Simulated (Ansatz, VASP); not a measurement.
**B: VASP beside Ansatz**

INCAR

```
PREC = Accurate
ENCUT = 500
EDIFF = 1E-6
ISMEAR = 0
SIGMA = 0.1
LREAL = False
LASPH = True
NELM = 120
ALGO = Normal
ISIF = 2
LWAVE = False
LCHARG = False
GGA = PS
NBANDS = 8
GGA_COMPAT = False
```

KPOINTS

```
regular mesh
0
Gamma
  10 10 10
```

File POSCAR:

```
B
1.0
   -1.3241832100      1.3241832100      1.3241832100
    1.3241832100     -1.3241832100      1.3241832100
    1.3241832100      1.3241832100     -1.3241832100
B
1
Direct
    0.0000000000      0.0000000000      0.0000000000
```

Input for Ansatz:

```yaml
crystal:
  lattice:
    - [-1.32418321, 1.32418321, 1.32418321]
    - [1.32418321, -1.32418321, 1.32418321]
    - [1.32418321, 1.32418321, -1.32418321]
  atoms:
    - { symbol: B, position: [0.0, 0.0, 0.0] }
basis:
  ecutwfc: 420
kpoints:
  mp_grid: { grid: [10, 10, 10] }
hamiltonian:
  xc: pbesol
scf:
  occupations: { method: gaussian, width: 0.1 }
output:
  forces: true
  stress: true
  eigenvalues: true
```

Alike in both runs: task single point; functional PBEsol; k mesh 10 × 10 × 10; occupations gaussian, width 0.1 eV; no spin polarisation.

|  | VASP | Ansatz |
| --- | --- | --- |
| version | VASP 6.6.1 | Ansatz 0.2.0 |
| potentials or method | VASP PAW PBE potentials, release 64 (B), cutoff 500 eV | scalar-relativistic, plane waves, PAW |
| valence electrons in the cell | 3 | 3 |

|  | VASP | Ansatz | Ansatz less VASP |
| --- | --- | --- | --- |
| gap on the k mesh at the Fermi level (eV) | none | none | - |
| pressure (GPa) | -38.8 | -38.8 | +0.01 |

VASP's potentials were made for PBE, not for PBEsol. A gap of «none» marks a metal or a gap that the smearing closes. Both programs put the cell under strong tension, so it lies far from rest at this level. With one functional, cell and mesh, what is left measures potentials, basis and numerics.

Noted on VASP's run: the cell as given lies far from equilibrium.
